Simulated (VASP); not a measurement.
# Cu (I4/mmm) in VASP: notebook

Runs on Cu. Level: r2SCAN. Tasks: single point.

All numbers are computed with VASP 6.6.1; they aren't measurements. Logs are shortened: lines on timing, memory, paths and dates and some standing lists are left out, and cuts for length are marked.

## 1. The cell of the first run

The typed cell holds 1 atom: a = 2.459 Å, b = 2.459 Å, c = 2.459 Å, α = 109.40°, β = 109.40°, γ = 109.62°.

This isn't the form of Cu at room conditions, which is fcc.

## 2. Single point, r2SCAN (strain -0.015 along x and y, +0.030 along z)

File POSCAR:

```
Cu
1.0
   -1.4211514202      1.4211514202      1.4173638935
    1.4211514202     -1.4211514202      1.4173638935
    1.4211514202      1.4211514202     -1.4173638935
Cu
1
Direct
    0.0000000000      0.0000000000      0.0000000000
```

File INCAR.step1:

```
SYSTEM = Cu
  PREC = Accurate
  ENCUT = 520
  ISMEAR = 0
  SIGMA = 0.15
  LREAL = .FALSE.
  LASPH = .TRUE.
  NELM = 100
  NBANDS = 12
  GGA = PE
  ALGO = Normal
  EDIFF = 1E-4
  LWAVE = .TRUE.
  LCHARG = .FALSE.
```

File INCAR.step2:

```
SYSTEM = Cu
  PREC = Accurate
  ENCUT = 520
  EDIFF = 1E-6
  ISMEAR = 0
  SIGMA = 0.15
  LREAL = .FALSE.
  LASPH = .TRUE.
  NELM = 100
  ALGO = Normal
  ISIF = 2
  LWAVE = .FALSE.
  LCHARG = .FALSE.
  METAGGA = R2SCAN
  LMIXTAU = .TRUE.
  NBANDS = 12
  ISTART = 1
```

File KPOINTS:

```
Automatic mesh
0
G
  24 24 24
  0 0 0
```

Potentials or basis: VASP PAW PBE potentials, release 64 (Cu).

Run with:

```bash
$ cat potpaw_PBE.64/Cu/POTCAR > POTCAR
$ cp INCAR.step1 INCAR
$ mpirun -np 1 vasp_std > vasp.out
$ cp INCAR.step2 INCAR
$ mpirun -np 1 vasp_std > vasp.out
```

OUTCAR:

```text
SYSTEM = Cu
   PREC = Accurate
   ENCUT = 520
   EDIFF = 1E-6
   ISMEAR = 0
   LREAL = .FALSE.
   LASPH = .TRUE.
   NELM = 100
   ISIF = 2
   METAGGA = R2SCAN
   ISTART = 1

 ion  position               nearest neighbor table
   1  0.000  0.000  0.000-

  LATTYP: Found a body centered tetragonal cell.
 ALAT       =     2.8423028404
 C/A-ratio  =     0.9973348887

  Lattice vectors:

 A1 = (  -1.4211514202,   1.4211514202,   1.4173638935)
 A2 = (   1.4211514202,  -1.4211514202,   1.4173638935)
 A3 = (   1.4211514202,   1.4211514202,  -1.4173638935)

Analysis of symmetry for initial positions (statically):
=====================================================================
 Subroutine PRICEL returns:
 Original cell was already a primitive cell.

 Routine SETGRP: Setting up the symmetry group for a
 body centered tetragonal supercell.

 Subroutine GETGRP returns: Found 16 space group operations
 (whereof 16 operations were pure point group operations)
 out of a pool of 16 trial point group operations.

The static configuration has the point symmetry D_4h.

Analysis of symmetry for dynamics (positions and initial velocities):
=====================================================================
 Subroutine PRICEL returns:
 Original cell was already a primitive cell.

 Routine SETGRP: Setting up the symmetry group for a
 body centered tetragonal supercell.

 Subroutine GETGRP returns: Found 16 space group operations
 (whereof 16 operations were pure point group operations)
 out of a pool of 16 trial point group operations.

The dynamic configuration has the point symmetry D_4h.

 Subroutine INISYM returns: Found 16 space group operations
 (whereof 16 operations are pure point group operations),
 and found     1 'primitive' translations

----------------------------------------------------------------------------------------

                                     Primitive cell

  volume of cell :      11.4504

  direct lattice vectors                    reciprocal lattice vectors
    -1.421151420  1.421151420  1.417363893     0.000000000  0.351827394  0.352767558
     1.421151420 -1.421151420  1.417363893     0.351827394  0.000000000  0.352767558
     1.421151420  1.421151420 -1.417363893     0.351827394  0.351827394  0.000000000

  length of vectors
     2.459321680  2.459321680  2.459321680     0.498224312  0.498224312  0.497559072

  position of ions in fractional coordinates (direct lattice)
     0.000000000  0.000000000  0.000000000

  ion indices of the primitive-cell ions
   primitive index   ion index
                 1           1

----------------------------------------------------------------------------------------

 KPOINTS: Automatic mesh

Automatic generation of k-mesh.
 Grid dimensions read from file:
 generate k-points for:   24   24   24

 Generating k-lattice:

  Cartesian coordinates                     Fractional coordinates (reciprocal lattice)
     0.000000000  0.014659475  0.014698648     0.041666667  0.000000000  0.000000000
     0.014659475  0.000000000  0.014698648     0.000000000  0.041666667  0.000000000
     0.014659475  0.014659475  0.000000000     0.000000000  0.000000000  0.041666667

  Length of vectors
     0.020759346  0.020759346  0.020731628

  Shift w.r.t. Gamma in fractional coordinates (k-lattice)
     0.000000000  0.000000000  0.000000000

 Subroutine IBZKPT returns following result:
 ===========================================

 Found   1063 irreducible k-points:

 Following reciprocal coordinates:
            Coordinates               Weight
  0.000000  0.000000  0.000000      1.000000
  0.041667  0.000000  0.000000      8.000000
  0.083333  0.000000  0.000000      8.000000
  0.125000  0.000000  0.000000      8.000000
  0.166667  0.000000  0.000000      8.000000
  0.208333  0.000000  0.000000      8.000000
[... 16 lines left out ...]
  0.416667  0.041667  0.000000     16.000000
  0.458333  0.041667  0.000000     16.000000
 [... further k-points ...]
   k-points           NKPTS =   1063   k-points in BZ     NKDIM =   1063   number of bands    NBANDS=     12
   number of dos      NEDOS =    301   number of ions     NIONS =      1
   total plane-waves  NPLWV =   5832
   dimension x,y,z NGX =    18 NGY =   18 NGZ =   18
   dimension x,y,z NGXF=    36 NGYF=   36 NGZF=   36
   ions per type =               1
   NGX,Y,Z   is equivalent  to a cutoff of  12.17, 12.17, 12.17 a.u.
   NGXF,Y,Z  is equivalent  to a cutoff of  24.34, 24.34, 24.34 a.u.
 SYSTEM =  Cu
   PREC   = accura    normal or accurate (medium, high low for compatibility)
   ISTART =      1    job   : 0-new  1-cont  2-samecut
   ICHARG =      0    charge: 1-file 2-atom 10-const
   ISPIN  =      1    spin polarized calculation?
   LNONCOLLINEAR =      F non collinear calculations
   LSORBIT =      F    spin-orbit coupling
   LASPH  =      T    aspherical Exc in radial PAW
   ENCUT  =  520.0 eV  38.22 Ry    6.18 a.u.   4.57  4.57  4.57*2*pi/ulx,y,z
[... 64 lines left out ...]
      7      34.1162      0.00000
      8      34.1163      0.00000
      9      34.1811      0.00000
     10      38.3527      0.00000
     11      38.3528      0.00000
     12      38.4251      0.00000

 k-point     2 :       0.0417    0.0000    0.0000
  band No.  band energies     occupation
      1      -2.0576      2.00000
      2       4.4489      2.00000
      3       4.4677      2.00000
      4       4.4910      2.00000
      5       5.5080      2.00000
      6       5.5210      2.00000
      7      33.3358      0.00000
      8      33.9329      0.00000
      9      33.9678      0.00000
     10      37.1427      0.00000
     11      37.1770      0.00000
     12      37.2787      0.00000

 k-point     3 :       0.0833    0.0000    0.0000
  band No.  band energies     occupation
      1      -1.8450      2.00000
      2       4.4094      2.00000
      3       4.4640      2.00000
      4       4.5716      2.00000
      5       5.4731      2.00000
      6       5.5228      2.00000
      7      31.4466      0.00000
      8      33.3410      0.00000
      9      33.4855      0.00000
     10      35.6131      0.00000
     11      36.2124      0.00000
     12      36.7566      0.00000

 k-point     4 :       0.1250    0.0000    0.0000
  band No.  band energies     occupation
      1      -1.4956      2.00000
      2       4.3464      2.00000
      3       4.4525      2.00000
      4       4.7025      2.00000
      5       5.4258      2.00000
      6       5.5285      2.00000
      7      29.1812      0.00000
      8      32.3539      0.00000
      9      32.9391      0.00000
     10      34.1390      0.00000
     11      35.4985      0.00000
     12      36.8394      0.00000

 k-point     5 :       0.1667    0.0000    0.0000
  band No.  band energies     occupation
      1      -1.0179      2.00000
      2       4.2647      2.00000
      3       4.4293      2.00000
      4       4.8773      2.00000
      5       5.3839      2.00000
      6       5.5373      2.00000
      7      26.8285      0.00000
      8      31.2547      0.00000
      9      32.3920      0.00000
     10      32.7491      0.00000
     11      34.9369      0.00000
     12      37.3020      0.00000
[... 228 lines left out ...]
      1       1.8798      2.00000
      2       3.8429      2.00000
      3       4.8025      2.00000
      4       5.4400      2.00000
      5       5.6365      2.00000
      6       5.9980      2.00000
      7      17.0103      0.00000
      8      26.6120      0.00000
      9      27.6712      0.00000
     10      31.2631      0.00000
     11      34.2210      0.00000
     12      41.0208      0.00000

 k-point    22 :       0.3750    0.0417   -0.0000
  band No.  band energies     occupation
      1       2.2174      2.00000
      2       3.7747      2.00000
      3       5.2459      2.00000
      4       5.5049      2.00000
      5       5.7257      2.00000
      6       6.2928      2.00000
      7      15.1964      0.00000
      8      26.1313      0.00000
      9      27.0843      0.00000
     10      31.0437      0.00000
     11      34.1152      0.00000
     12      41.9929      0.00000

 k-point    23 :       0.4167    0.0417    0.0000
  band No.  band energies     occupation
      1       2.3744      2.00000
      2       3.7268      2.00000
      3       5.4380      2.00000
      4       5.5617      2.00000
      5       5.9869      2.00000
      6       6.7671      2.00000
      7      13.6748      0.00000
      8      25.7996      0.00000
      9      26.6855      0.00000
     10      30.8996      0.00000
     11      34.0560      0.00000
     12      42.7057      0.00000

 k-point    24 :       0.4583    0.0417    0.0000
  band No.  band energies     occupation
      1       2.4304      2.00000
      2       3.7022      2.00000
      3       5.4812      2.00000
      4       5.5750      2.00000
      5       6.1374      2.00000
      6       7.2863      2.00000
      7      12.7057      0.00000
      8      25.6289      0.00000
      9      26.4845      0.00000
     10      30.8285      0.00000
     11      34.0306      0.00000
     12      43.0654      0.00000

 [... further k-points ...]

------------------------ aborting loop because EDIFF is reached ----------------------------------------

  FORCE on cell =-STRESS in cart. coord.  units (eV):
  Direction    XX          YY          ZZ          XY          YZ          ZX
  --------------------------------------------------------------------------------------
  -------------------------------------------------------------------------------------
  Total        0.0749053      0.0749053      0.0734855      0.0000000     -0.0000000      0.0000000
  in kB       10.4809647     10.4809647     10.2822951      0.0000000     -0.0000000      0.0000000
  external PRESSURE =      10.4147415 kB  Pullay stress =       0.0000000 kB

 VOLUME and BASIS-vectors are now :
 -----------------------------------------------------------------------------
  energy-cutoff  :      520.00
  volume of cell :       11.45
      direct lattice vectors                 reciprocal lattice vectors
    -1.421151420  1.421151420  1.417363893     0.000000000  0.351827394  0.352767558
     1.421151420 -1.421151420  1.417363893     0.351827394  0.000000000  0.352767558
     1.421151420  1.421151420 -1.417363893     0.351827394  0.351827394  0.000000000

 POSITION                                       TOTAL-FORCE (eV/Angst)
 -----------------------------------------------------------------------------------
      0.00000      0.00000      0.00000         0.000000     -0.000000      0.000000
 -----------------------------------------------------------------------------------
    total drift:                                0.000000      0.000000      0.000000

  FREE ENERGIE OF THE ION-ELECTRON SYSTEM (eV)
  ---------------------------------------------------
  free  energy   TOTEN  =       -10.7914204670 eV

  energy  without entropy=      -10.7870282545  energy(sigma->0) =      -10.78922436
```

Run time: 8.6 min. Hardware: 1 thread of Intel Xeon 8259CL, shared host; peak memory 0.24 GiB.

What came out:

```
Free energy            : -10.7914 eV
Pressure               : 1.0 GPa
Band gap on the k mesh : zero (an odd number of electrons rules out a gap without spin polarisation)
```

Levels at points of the mesh, in eV from the Fermi level:
| k point | band 4 | band 5 | band 6 | band 7 | band 8 | band 9 |
| --- | --- | --- | --- | --- | --- | --- |
| (0.00, 0.00, 0.00) | -3.31 | -2.26 | -2.25 | 26.34 | 26.34 | 26.40 |
| (0.50, 0.00, 0.00) | -2.14 | -1.46 | -0.68 | 4.77 | 18.51 | 18.85 |
| (0.50, 0.50, 0.00) | -2.15 | -1.47 | -0.71 | 4.74 | 18.58 | 18.93 |
| (0.50, 0.50, 0.50) | -1.65 | -1.64 | 8.77 | 8.77 | 8.88 | 14.18 |

Caveat: the cell differs from its parent crystal (strain -0.015 along x and y, +0.030 along z); the PAW data sets were made with another functional, which shifts forces and pressure a little.

## 3. Single point, r2SCAN (strain +0.015 along x and y, +0.030 along z)

File POSCAR:

```
Cu
1.0
   -1.4644352198      1.4644352198      1.4173638935
    1.4644352198     -1.4644352198      1.4173638935
    1.4644352198      1.4644352198     -1.4173638935
Cu
1
Direct
    0.0000000000      0.0000000000      0.0000000000
```

File INCAR.step1:

```
SYSTEM = Cu
PREC     = Accurate       ! precision mode
ENCUT    = 520            ! plane-wave cutoff, eV
ISMEAR   = 0              ! smearing method
SIGMA    = 0.15           ! smearing width, eV
LREAL    = .FALSE.        ! projectors in reciprocal space
LASPH    = .TRUE.         ! aspherical terms in the spheres
NELM     = 80             ! most SCF steps
NBANDS   = 12             ! bands
GGA      = PE             ! functional
ALGO     = Normal         ! electronic algorithm
EDIFF    = 1E-4           ! SCF threshold, eV
LWAVE    = .TRUE.         ! write WAVECAR
LCHARG   = .FALSE.        ! write CHGCAR
```

File INCAR.step2:

```
SYSTEM = Cu
PREC     = Accurate       ! precision mode
ENCUT    = 520            ! plane-wave cutoff, eV
EDIFF    = 1E-6           ! SCF threshold, eV
ISMEAR   = 0              ! smearing method
SIGMA    = 0.15           ! smearing width, eV
LREAL    = .FALSE.        ! projectors in reciprocal space
LASPH    = .TRUE.         ! aspherical terms in the spheres
NELM     = 80             ! most SCF steps
ALGO     = Normal         ! electronic algorithm
ISIF     = 2              ! what is computed and relaxed
LWAVE    = .FALSE.        ! write WAVECAR
LCHARG   = .TRUE.         ! write CHGCAR
METAGGA  = R2SCAN         ! meta-GGA
LMIXTAU  = .TRUE.       
LELF     = .TRUE.         ! ELF
LVHAR    = .TRUE.       
NBANDS   = 12             ! bands
ISTART   = 1
```

KPOINTS is that of step 2.

Potentials or basis: VASP PAW PBE potentials, release 64 (Cu).

Run with:

```bash
$ cat potpaw_PBE.64/Cu/POTCAR > POTCAR
$ cp INCAR.step1 INCAR
$ mpirun -np 1 vasp_std > vasp.out
$ cp INCAR.step2 INCAR
$ mpirun -np 1 vasp_std > vasp.out
```

It took 5.4 min on 1 thread of Intel Xeon Platinum 8488C (Sapphire Rapids), shared host; peak memory 0.26 GiB.

The run converged. Its results:

| Quantity | Value |
| --- | --- |
| Free energy | -10.7774 eV |
| Pressure | -7.4 GPa |
| Band gap on the k mesh | zero (an odd number of electrons rules out a gap without spin polarisation) |

Stress tensor (GPa, compression positive):
```
-7.34  0.00  0.00
 0.00 -7.34  0.00
 0.00  0.00 -7.56
```

Levels at points of the mesh, in eV from the Fermi level:
| k point | band 3 | band 4 | band 5 | band 6 | band 7 | band 8 | band 9 | band 10 |
| --- | --- | --- | --- | --- | --- | --- | --- | --- |
| (0.00, 0.00, 0.00) | -3.07 | -3.07 | -2.22 | -2.09 | 25.43 | 25.43 | 26.29 | 28.95 |
| (0.50, 0.00, 0.00) | -2.17 | -2.00 | -1.42 | -0.44 | 4.56 | 17.74 | 17.79 | 21.51 |
| (0.50, 0.50, 0.00) | -2.27 | -2.08 | -1.44 | -0.69 | 4.20 | 18.61 | 18.76 | 22.33 |
| (0.50, 0.50, 0.50) | -1.60 | -1.60 | -1.57 | 8.11 | 8.11 | 9.39 | 13.42 | 13.92 |

Caveat: the cell differs from its parent crystal (strain +0.015 along x and y, +0.030 along z); the cell stands under tension; the PAW data sets were made with another functional, which shifts forces and pressure a little.

## 4. Single point, r2SCAN (strain +0.030 along x and y, +0.030 along z)

File POSCAR:

```
Cu
1.0
   -1.4860771196      1.4860771196      1.4173638935
    1.4860771196     -1.4860771196      1.4173638935
    1.4860771196      1.4860771196     -1.4173638935
Cu
1
Direct
    0.0000000000      0.0000000000      0.0000000000
```

File INCAR.step1:

```
SYSTEM = Cu
PREC     = Accurate       ! precision mode
ENCUT    = 520            ! plane-wave cutoff, eV
ISMEAR   = 0              ! smearing method
SIGMA    = 0.15           ! smearing width, eV
LREAL    = .False.        ! projectors in reciprocal space
LASPH    = .True.         ! aspherical terms in the spheres
NELM     = 60             ! most SCF steps
NBANDS   = 12             ! bands
GGA      = PE             ! functional
ALGO     = Normal         ! electronic algorithm
EDIFF    = 1E-4           ! SCF threshold, eV
LWAVE    = .True.         ! write WAVECAR
LCHARG   = .False.        ! write CHGCAR
```

File INCAR.step2:

```
SYSTEM = Cu
PREC     = Accurate       ! precision mode
ENCUT    = 520            ! plane-wave cutoff, eV
EDIFF    = 1E-6           ! SCF threshold, eV
ISMEAR   = 0              ! smearing method
SIGMA    = 0.15           ! smearing width, eV
LREAL    = .False.        ! projectors in reciprocal space
LASPH    = .True.         ! aspherical terms in the spheres
NELM     = 60             ! most SCF steps
ALGO     = Normal         ! electronic algorithm
ISIF     = 2              ! what is computed and relaxed
LWAVE    = .False.        ! write WAVECAR
LCHARG   = .False.        ! write CHGCAR
METAGGA  = R2SCAN         ! meta-GGA
LMIXTAU  = .True.       
NBANDS   = 12             ! bands
ISTART   = 1
```

File KPOINTS:

```
regular mesh
0
Gamma
  24 24 24
  0 0 0
```

Run with:

```bash
$ cat potpaw_PBE.64/Cu/POTCAR > POTCAR
$ cp INCAR.step1 INCAR
$ mpirun -np 1 vasp_std > vasp.out
$ cp INCAR.step2 INCAR
$ mpirun -np 1 vasp_std > vasp.out
```

Run time: 5.5 min. Hardware: 1 thread of Intel Xeon Platinum 8488C (Sapphire Rapids), shared host; peak memory 0.26 GiB.

It converged, with:

| Item | Value |
| --- | --- |
| Free energy | -10.7575 eV |
| Pressure | -10.6 GPa |
| Band gap on the k mesh | zero (an odd number of electrons rules out a gap without spin polarisation) |

Stress tensor (GPa, compression positive):
```
-10.51   0.00   0.00
  0.00 -10.51   0.00
  0.00   0.00 -10.87
```

Levels at points of the mesh, in eV from the Fermi level:
```tsv
k point	band 2	band 3	band 4	band 5	band 6	band 7	band 8	band 9	band 10	band 11
(0.00, 0.00, 0.00)	-3.13	-2.96	-2.96	-2.20	-2.02	24.94	24.94	26.23	28.27	28.27
(0.50, 0.00, 0.00)	-3.76	-2.13	-1.93	-1.41	-0.33	4.46	17.29	17.37	21.03	23.86
(0.50, 0.50, 0.00)	-3.54	-2.26	-2.05	-1.43	-0.68	3.94	18.62	18.67	22.22	24.96
(0.50, 0.50, 0.50)	-4.46	-1.59	-1.59	-1.53	7.81	7.81	9.62	13.07	13.63	16.13
```

Caveat: the cell differs from its parent crystal (strain +0.030 along x and y, +0.030 along z); the cell stands under tension; the PAW data sets were made with another functional, which shifts forces and pressure a little.

## 5. The runs side by side

```csv
cell,gap on the mesh (eV),pressure (GPa)
"a = 2.459 Å, angles 109.4, 109.4, 109.6°, 1 atom",none,1.0
"a = 2.510 Å, angles 108.6, 108.6, 111.2°, 1 atom",none,-7.4
"a = 2.535 Å, angles 108.2, 108.2, 112.0°, 1 atom",none,-10.6
```

Alike in all rows: task single point; level r2SCAN; potentials or basis VASP PAW PBE potentials, release 64 (Cu); no spin polarisation; k mesh 24 × 24 × 24; cutoff (eV) 520; smearing gaussian 0.15 eV.

Caveats: the PAW data sets were made with another functional, which shifts forces and pressure a little; the cell stands under tension (at least some runs).

Absolute energies hang on the potentials; compare differences alone.
